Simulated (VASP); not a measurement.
# Ni3Pt (Pm-3m) in VASP: further runs

The runs below take Ni3Pt through single point, with LDA.

All numbers are computed with VASP 6.6.1; they aren't measurements. Logs are shortened: lines on timing, memory, paths and dates and some standing lists are left out, and cuts for length are marked.

**1. The cell of the first run**

Symmetry: Pm-3m, No. 221, cubic system. Conventional cell: a = 3.625 Å, b = 3.625 Å, c = 3.625 Å, α = 90.00°, β = 90.00°, γ = 90.00°. Within 3.4 Å of Ni (site symmetry 4/mmm) lie 8 Ni at 2.56 Å and 4 Pt at 2.56 Å. Pt (site symmetry m-3m) has 12 Ni at 2.56 Å within 3.4 Å.

**2. Single point, LDA, collinear spin, ferromagnetic start**

Contents of INCAR:

```
ALGO = Normal
EDIFF = 1E-6
ENCUT = 520
ISIF = 2
ISMEAR = -1
ISPIN = 2
LASPH = T
LCHARG = F
LMAXMIX = 4
LORBIT = 11
LREAL = F
LWAVE = F
MAGMOM = 0.797 0.797 0.797 0.319
NBANDS = 32
NELM = 150
NUPDOWN = 2.71
PREC = Accurate
SIGMA = 0.05
```

Contents of KPOINTS:

```
k-points
0
Gamma
  9 9 9
```

Contents of POSCAR:

```
Ni3Pt
1.0
    3.6245667900      0.0000000000      0.0000000000
    0.0000000000      3.6245667900      0.0000000000
    0.0000000000      0.0000000000      3.6245667900
Ni Pt
3 1
Direct
    0.5000000000      0.0000000000      0.5000000000
    0.0000000000      0.5000000000      0.5000000000
    0.5000000000      0.5000000000      0.0000000000
    0.0000000000      0.0000000000      0.0000000000
```

Potentials or basis: VASP PAW LDA potentials, release 64 (Ni, Pt).

On the command line:

```
cat potpaw_LDA.64/Ni/POTCAR potpaw_LDA.64/Pt/POTCAR > POTCAR
mpirun -np 1 vasp_std > vasp.out
```

OUTCAR:

```text
EDIFF = 1E-6
   ENCUT = 520
   ISIF = 2
   ISMEAR = -1
   ISPIN = 2
   LASPH = T
   LORBIT = 11
   LREAL = F
   NELM = 150
   NUPDOWN = 2.71
   PREC = Accurate

 ion  position               nearest neighbor table
   1  0.500  0.000  0.500-   2 2.56   3 2.56   4 2.56   3 2.56   4 2.56   2 2.56   3 2.56   3 2.56
                             2 2.56   4 2.56   4 2.56   2 2.56
   2  0.000  0.500  0.500-   1 2.56   3 2.56   4 2.56   3 2.56   4 2.56   1 2.56   4 2.56   4 2.56
                             1 2.56   3 2.56   3 2.56   1 2.56
   3  0.500  0.500  0.000-   1 2.56   2 2.56   4 2.56   1 2.56   2 2.56   1 2.56   4 2.56   1 2.56
                             2 2.56   4 2.56   2 2.56   4 2.56
   4  0.000  0.000  0.000-   1 2.56   2 2.56   3 2.56   1 2.56   2 2.56   2 2.56   3 2.56   2 2.56
                             1 2.56   3 2.56   1 2.56   3 2.56

  LATTYP: Found a simple cubic cell.
 ALAT       =     3.6245667900

  Lattice vectors:

 A1 = (   3.6245667900,   0.0000000000,   0.0000000000)
 A2 = (   0.0000000000,   3.6245667900,   0.0000000000)
 A3 = (   0.0000000000,   0.0000000000,   3.6245667900)

Analysis of symmetry for initial positions (statically):
=====================================================================
 Subroutine PRICEL returns:
 Original cell was already a primitive cell.

 Routine SETGRP: Setting up the symmetry group for a
 simple cubic supercell.

 Subroutine GETGRP returns: Found 48 space group operations
 (whereof 48 operations were pure point group operations)
 out of a pool of 48 trial point group operations.

The static configuration has the point symmetry O_h .

Analysis of symmetry for dynamics (positions and initial velocities):
=====================================================================
 Subroutine PRICEL returns:
 Original cell was already a primitive cell.

 Routine SETGRP: Setting up the symmetry group for a
 simple cubic supercell.

 Subroutine GETGRP returns: Found 48 space group operations
 (whereof 48 operations were pure point group operations)
 out of a pool of 48 trial point group operations.

The dynamic configuration has the point symmetry O_h .

Analysis of structural, dynamic, and magnetic symmetry:
=====================================================================
 Subroutine PRICEL returns:
 Original cell was already a primitive cell.

 Routine SETGRP: Setting up the symmetry group for a
 simple cubic supercell.

 Subroutine GETGRP returns: Found 48 space group operations
[... 132 lines left out ...]
   GGA     = CA    functional components
   LHFCALC =     F    Hartree Fock is set to
   AEXX    =    0.0000 exact exchange contribution
   IVDW    =     0    specifies the selected vdW correction
   LEPSILON=     F    determine dielectric tensor
   LRPA    =     F    only Hartree local field effects (RPA)
 spin polarized calculation
  energy-cutoff  :      520.00
  volume of cell :       47.62
 maximum number of plane-waves:      1309
 NGX is ok and might be reduce to    28
   NGX = 13   NGY = 13   NGZ = 13

 number of electron      40.0000059 magnetization       2.7100005

 Free energy of the ion-electron system (eV)
  ---------------------------------------------------
  ext. energy  EPLUGINS =         0.00000000
  ---------------------------------------------------
  free energy    TOTEN  =       -27.37467446 eV

  energy without entropy =      -27.31863771  energy(sigma->0) =      -27.34665608

 E-fermi :   9.7157     XC(G=0): -13.6410

 val. band max:       10.0290744830   @ k =   0.4444   0.3333   0.2222
 cond. band min:       9.7185262485   @ k =   0.4444   0.3333   0.3333
 fundamental gap:     -0.3105482344
 Fermi energy:        10.0312301200

 spin component 1

 k-point     1 :       0.0000    0.0000    0.0000
  band No.  band energies     occupation
      1       0.2761      1.00000
      2       3.7374      1.00000
      3       3.7374      1.00000
      4       4.6639      1.00000
      5       4.6639      1.00000
      6       4.6639      1.00000
[... 829 lines left out ...]
     31      25.4396      0.00000
     32      26.2871      0.00000

 [... further k-points ...]

 spin component 2

 k-point     1 :       0.0000    0.0000    0.0000
  band No.  band energies     occupation
      1       0.3559      1.00000
      2       3.9956      1.00000
      3       3.9956      1.00000
      4       5.0806      1.00000
      5       5.0806      1.00000
      6       5.0806      1.00000
[... 829 lines left out ...]
     31      25.6165      0.00000
     32      26.4606      0.00000

 [... further k-points ...]

------------------------ aborting loop because EDIFF is reached ----------------------------------------

  FORCE on cell =-STRESS in cart. coord.  units (eV):
  Direction    XX          YY          ZZ          XY          YZ          ZX
  --------------------------------------------------------------------------------------
  -------------------------------------------------------------------------------------
  Total       -3.1271803     -3.1271803     -3.1271803      0.0000000      0.0000000     -0.0000000
  in kB     -105.2192451   -105.2192451   -105.2192451      0.0000000      0.0000000     -0.0000000
  external PRESSURE =    -105.2192451 kB  Pullay stress =       0.0000000 kB

 VOLUME and BASIS-vectors are now :
 -----------------------------------------------------------------------------
  energy-cutoff  :      520.00
  volume of cell :       47.62
      direct lattice vectors                 reciprocal lattice vectors
     3.624566790  0.000000000  0.000000000     0.275895040  0.000000000  0.000000000
     0.000000000  3.624566790  0.000000000     0.000000000  0.275895040  0.000000000
     0.000000000  0.000000000  3.624566790     0.000000000  0.000000000  0.275895040

 POSITION                                       TOTAL-FORCE (eV/Angst)
 -----------------------------------------------------------------------------------
      1.81228      0.00000      1.81228         0.000000      0.000000      0.000000
      0.00000      1.81228      1.81228         0.000000      0.000000      0.000000
      1.81228      1.81228      0.00000         0.000000      0.000000      0.000000
      0.00000      0.00000      0.00000         0.000000      0.000000      0.000000
 -----------------------------------------------------------------------------------
    total drift:                                0.000000      0.000000      0.000000

  FREE ENERGIE OF THE ION-ELECTRON SYSTEM (eV)
  ---------------------------------------------------
  free  energy   TOTEN  =       -27.3746744572 eV

  energy  without entropy=      -27.3186377070  energy(sigma->0) =      -27.34665608

 total charge

# of ion       s       p       d       tot
------------------------------------------
    1        0.476   0.493   8.323   9.292
    2        0.476   0.493   8.323   9.292
    3        0.476   0.493   8.323   9.292
    4        0.747   0.667   8.065   9.479
--------------------------------------------------
tot          2.174   2.146  33.034  37.355

 magnetization (x)

# of ion       s       p       d       tot
------------------------------------------
    1        0.000  -0.009   0.778   0.770
    2        0.000  -0.009   0.778   0.770
    3        0.000  -0.009   0.778   0.770
    4       -0.002  -0.015   0.419   0.401
--------------------------------------------------
tot         -0.002  -0.042   2.754   2.710
```

OSZICAR:

```text
N       E                     dE             d eps       ncg     rms          rms(c)
DAV:   1     0.275440431260E+03    0.27544E+03   -0.17725E+04  4632   0.167E+03
DAV:   2    -0.118972968930E+02   -0.28734E+03   -0.26700E+03  4512   0.336E+02
DAV:   3    -0.307157115611E+02   -0.18818E+02   -0.18016E+02  5200   0.103E+02
DAV:   4    -0.310453579481E+02   -0.32965E+00   -0.32929E+00  5008   0.133E+01
DAV:   5    -0.310572635303E+02   -0.11906E-01   -0.11905E-01  5800   0.217E+00    0.224E+01
DAV:   6    -0.312623764489E+02   -0.20511E+00   -0.24341E+01  5048   0.909E+01    0.228E+01
DAV:   7    -0.277467960091E+02    0.35156E+01   -0.24360E+01  5672   0.688E+01    0.835E+00
DAV:   8    -0.274500817801E+02    0.29671E+00   -0.61772E-01  6360   0.919E+00    0.349E+00
DAV:   9    -0.273800708203E+02    0.70011E-01   -0.14070E-01  7008   0.519E+00    0.129E+00
DAV:  10    -0.273760393625E+02    0.40315E-02   -0.22128E-02  4792   0.130E+00    0.356E-01
DAV:  11    -0.273749329876E+02    0.11064E-02   -0.30737E-03  6504   0.629E-01    0.152E-01
DAV:  12    -0.273747006915E+02    0.23230E-03   -0.37250E-04  5944   0.248E-01    0.629E-02
DAV:  13    -0.273746741339E+02    0.26558E-04   -0.54798E-05  5392   0.662E-02    0.365E-02
DAV:  14    -0.273746748436E+02   -0.70970E-06   -0.11912E-05  5072   0.264E-02    0.110E-02
DAV:  15    -0.273746744572E+02    0.38631E-06   -0.60092E-07  2600   0.154E-02
   1 F= -.27374674E+02 E0= -.27346656E+02  d E =-.560368E-01  mag=     2.7100
```

It took 90 s on 1 thread of Intel Xeon Platinum 8259CL at 2.50GHz (Skylake/Cascade Lake), shared host; peak memory 0.2 GiB.

What came out:

- Free energy: -27.3747 eV
- Pressure: -10.5 GPa
- Net moment: 2.71 μB per cell
- Site moments: Ni +0.77; Pt +0.40 μB
- Valence electrons inside the program's atomic spheres: Ni 9.29; Pt 9.48

Caveat: the cell stands under tension; spin-orbit coupling is left out, which moves the levels of the heavy elements; the total moment is fixed, so each spin has its own Fermi level and the state may be an excited one.

**3. Single point, LDA, collinear spin, ferromagnetic start**

Contents of INCAR:

```
PREC     = Accurate       # precision mode
ENCUT    = 520            # plane-wave cutoff, eV
EDIFF    = 1E-6           # SCF threshold, eV
ISMEAR   = -1             # smearing method
SIGMA    = 0.05           # smearing width, eV
LREAL    = False          # projectors in reciprocal space
LASPH    = True           # aspherical terms in the spheres
NELM     = 150            # most SCF steps
ALGO     = Normal         # electronic algorithm
ISIF     = 2              # what is computed and relaxed
LWAVE    = False          # write WAVECAR
LCHARG   = True           # write CHGCAR
ISPIN    = 2              # spin polarisation
MAGMOM   = 0.897 0.897 0.897 0.359 # initial moments
LORBIT   = 11             # projections on sites
NUPDOWN  = 3.05           # fixed moment
LMAXMIX  = 4              # l up to which the mixer works
LELF     = True           # ELF
LVHAR    = True         
NBANDS   = 32             # bands
```

Contents of KPOINTS:

```
Automatic mesh
0
Gamma
  9 9 9
```

POSCAR is that of step 2.

Potentials or basis: VASP PAW LDA potentials, release 64 (Ni, Pt).

On the command line:

```
cat potpaw_LDA.64/Ni/POTCAR potpaw_LDA.64/Pt/POTCAR > POTCAR
mpirun -np 1 vasp_std > vasp.out
```

OUTCAR:

```text
PREC = Accurate
   ENCUT = 520
   EDIFF = 1E-6
   ISMEAR = -1
   LREAL = False
   LASPH = True
   NELM = 150
   ISIF = 2
   ISPIN = 2
   LORBIT = 11
   NUPDOWN = 3.05

 ion  position               nearest neighbor table
   1  0.500  0.000  0.500-   2 2.56   3 2.56   4 2.56   3 2.56   4 2.56   2 2.56   3 2.56   3 2.56
                             2 2.56   4 2.56   4 2.56   2 2.56
   2  0.000  0.500  0.500-   1 2.56   3 2.56   4 2.56   3 2.56   4 2.56   1 2.56   4 2.56   4 2.56
                             1 2.56   3 2.56   3 2.56   1 2.56
   3  0.500  0.500  0.000-   1 2.56   2 2.56   4 2.56   1 2.56   2 2.56   1 2.56   4 2.56   1 2.56
                             2 2.56   4 2.56   2 2.56   4 2.56
   4  0.000  0.000  0.000-   1 2.56   2 2.56   3 2.56   1 2.56   2 2.56   2 2.56   3 2.56   2 2.56
                             1 2.56   3 2.56   1 2.56   3 2.56

  LATTYP: Found a simple cubic cell.
 ALAT       =     3.6245667900

  Lattice vectors:

 A1 = (   3.6245667900,   0.0000000000,   0.0000000000)
 A2 = (   0.0000000000,   3.6245667900,   0.0000000000)
 A3 = (   0.0000000000,   0.0000000000,   3.6245667900)

Analysis of symmetry for initial positions (statically):
=====================================================================
 Subroutine PRICEL returns:
 Original cell was already a primitive cell.

 Routine SETGRP: Setting up the symmetry group for a
 simple cubic supercell.

 Subroutine GETGRP returns: Found 48 space group operations
 (whereof 48 operations were pure point group operations)
 out of a pool of 48 trial point group operations.

The static configuration has the point symmetry O_h .

Analysis of symmetry for dynamics (positions and initial velocities):
=====================================================================
 Subroutine PRICEL returns:
 Original cell was already a primitive cell.

 Routine SETGRP: Setting up the symmetry group for a
 simple cubic supercell.

 Subroutine GETGRP returns: Found 48 space group operations
 (whereof 48 operations were pure point group operations)
[... 168 lines left out ...]
 E-fermi :   9.6944     XC(G=0): -13.6435

 val. band max:       10.1672462608   @ k =   0.3333   0.2222   0.0000
 cond. band min:       9.7033913117   @ k =   0.4444   0.2222   0.0000
 fundamental gap:     -0.4638549491
 Fermi energy:        10.1820528799

 spin component 1

 k-point     1 :       0.0000    0.0000    0.0000
  band No.  band energies     occupation
      1       0.2657      1.00000
      2       3.7145      1.00000
      3       3.7145      1.00000
      4       4.6298      1.00000
      5       4.6298      1.00000
      6       4.6298      1.00000
[... 829 lines left out ...]
     31      25.4177      0.00000
     32      26.2647      0.00000

 [... further k-points ...]

 spin component 2

 k-point     1 :       0.0000    0.0000    0.0000
  band No.  band energies     occupation
      1       0.3698      1.00000
      2       4.0152      1.00000
      3       4.0152      1.00000
      4       5.0958      1.00000
      5       5.0958      1.00000
      6       5.0958      1.00000
[... 829 lines left out ...]
     31      25.6274      0.00000
     32      26.4709      0.00000

 [... further k-points ...]

------------------------ aborting loop because EDIFF is reached ----------------------------------------

  FORCE on cell =-STRESS in cart. coord.  units (eV):
  Direction    XX          YY          ZZ          XY          YZ          ZX
  --------------------------------------------------------------------------------------
  -------------------------------------------------------------------------------------
  Total       -2.9507479     -2.9507479     -2.9507479     -0.0000000      0.0000000      0.0000000
  in kB      -99.2828818    -99.2828818    -99.2828818     -0.0000000      0.0000000      0.0000000
  external PRESSURE =     -99.2828818 kB  Pullay stress =       0.0000000 kB

 VOLUME and BASIS-vectors are now :
 -----------------------------------------------------------------------------
  energy-cutoff  :      520.00
  volume of cell :       47.62
      direct lattice vectors                 reciprocal lattice vectors
     3.624566790  0.000000000  0.000000000     0.275895040  0.000000000  0.000000000
     0.000000000  3.624566790  0.000000000     0.000000000  0.275895040  0.000000000
     0.000000000  0.000000000  3.624566790     0.000000000  0.000000000  0.275895040

 POSITION                                       TOTAL-FORCE (eV/Angst)
 -----------------------------------------------------------------------------------
      1.81228      0.00000      1.81228         0.000000      0.000000      0.000000
      0.00000      1.81228      1.81228         0.000000      0.000000      0.000000
      1.81228      1.81228      0.00000         0.000000      0.000000      0.000000
      0.00000      0.00000      0.00000         0.000000      0.000000      0.000000
 -----------------------------------------------------------------------------------
    total drift:                                0.000000      0.000000      0.000000

  FREE ENERGIE OF THE ION-ELECTRON SYSTEM (eV)
  ---------------------------------------------------
  free  energy   TOTEN  =       -27.3083597261 eV

  energy  without entropy=      -27.2555063618  energy(sigma->0) =      -27.28193304

 total charge

# of ion       s       p       d       tot
------------------------------------------
    1        0.479   0.497   8.312   9.288
    2        0.479   0.497   8.312   9.288
    3        0.479   0.497   8.312   9.288
    4        0.747   0.675   8.059   9.481
--------------------------------------------------
tot          2.184   2.167  32.995  37.347

 magnetization (x)

# of ion       s       p       d       tot
------------------------------------------
    1        0.003  -0.004   0.861   0.860
    2        0.003  -0.004   0.861   0.860
    3        0.003  -0.004   0.861   0.860
    4        0.000  -0.005   0.462   0.457
--------------------------------------------------
tot          0.010  -0.016   3.044   3.038
```

stdout:

```text
POSCAR found type information on POSCAR NiPt
 POSCAR found :  2 types and       4 ions
 scaLAPACK will be used
 LDA part: xc-table for (Slater(with rela. corr.)+CA(PZ))
 , standard interpolation
 POSCAR, INCAR and KPOINTS ok, starting setup
 FFT: planning ... GRIDC
 FFT: planning ... GRID_SOFT
 FFT: planning ... GRID
 WAVECAR not read
 entering main loop
```

Wall time 91 s (1 thread of Intel Xeon Platinum 8259CL at 2.50GHz (Skylake/Cascade Lake), shared host); peak memory 0.2 GiB.

Results:

| Property | Result |
| --- | --- |
| Free energy | -27.3084 eV |
| Pressure | -9.9 GPa |
| Net moment | 3.05 μB per cell |
| Site moments | Ni +0.86; Pt +0.46 μB |
| Valence electrons inside the program's atomic spheres | Ni 9.29; Pt 9.48 |

Caveat: the cell stands under tension; spin-orbit coupling is left out, which moves the levels of the heavy elements; the total moment is fixed, so each spin has its own Fermi level and the state may be an excited one.
